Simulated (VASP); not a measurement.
Runs of VASP 6.6.1 on WS2 (Tungstenite). The structure is that of space group P6_3/mmc (No. 194), or close to it. The cells are those of the table. 

| task | level | potentials or basis | cell | cutoff (eV) | gap on the mesh (eV) | pressure (GPa) | relaxed volume (Å³/atom) | largest force (eV/Å) |
| --- | --- | --- | --- | --- | --- | --- | --- | --- |
| relaxation of cell and atoms | RPBE | VASP PAW PBE potentials, release 64 (W_sv, S) | relaxed from a = 3.180, b = 3.180, c = 12.500 Å, angles 90.0, 90.0, 120.0°, 6 atoms | 600 | (b) | 0.0 | 23.64 | 0.01 |
| single point | LDA | VASP PAW LDA potentials, release 64 (W_sv, S) | a = 3.127, b = 3.127, c = 12.161 Å, angles 90.0, 90.0, 120.0°, 6 atoms | 520 | 0.97 | 0.4 | - | 0.05 |
| single point | PBE | VASP PAW PBE potentials, release 64 (W_sv, S) | a = 3.188, b = 3.188, c = 14.857 Å, angles 90.0, 90.0, 120.0°, 6 atoms | 520 | 1.64 | 0.0 | - | - |
| single point | RPBE | VASP PAW PBE potentials, release 64 (W_sv, S) | a = 3.211, b = 3.211, c = 16.200 Å, angles 90.0, 90.0, 120.0°, 6 atoms | 520 | 1.63 | -0.1 | - | 0.01 |
| relaxation of cell and atoms | LDA | VASP PAW LDA potentials, release 64 (W_sv, S) | relaxed from a = 3.180, b = 3.180, c = 12.500 Å, angles 90.0, 90.0, 120.0°, 6 atoms | 600 | (c) | 0.0 | (a) | - |

Alike in all rows: no spin polarisation; k mesh 9 × 9 × 2; smearing methfessel-paxton 0.1 eV.

Question: Estimate the missing entries.

Answer: (a) 17.19; (b) 1.62; (c) 0.96.

Caveats: spin-orbit coupling is left out, which moves the levels of the heavy elements; this functional lacks dispersion, which binds the layers, so the pressure and a relaxed spacing across them are unreliable (some runs); the PAW data sets were made with another functional, which shifts forces and pressure a little (some runs); the volume moved by over 15 % at a fixed basis, so the end points are rough (some runs); the volume moved by +30 % from the deposited cell, more than functionals usually miss (some runs).

A k mesh can miss the band edges, and the runs leave out spin-orbit coupling on W.
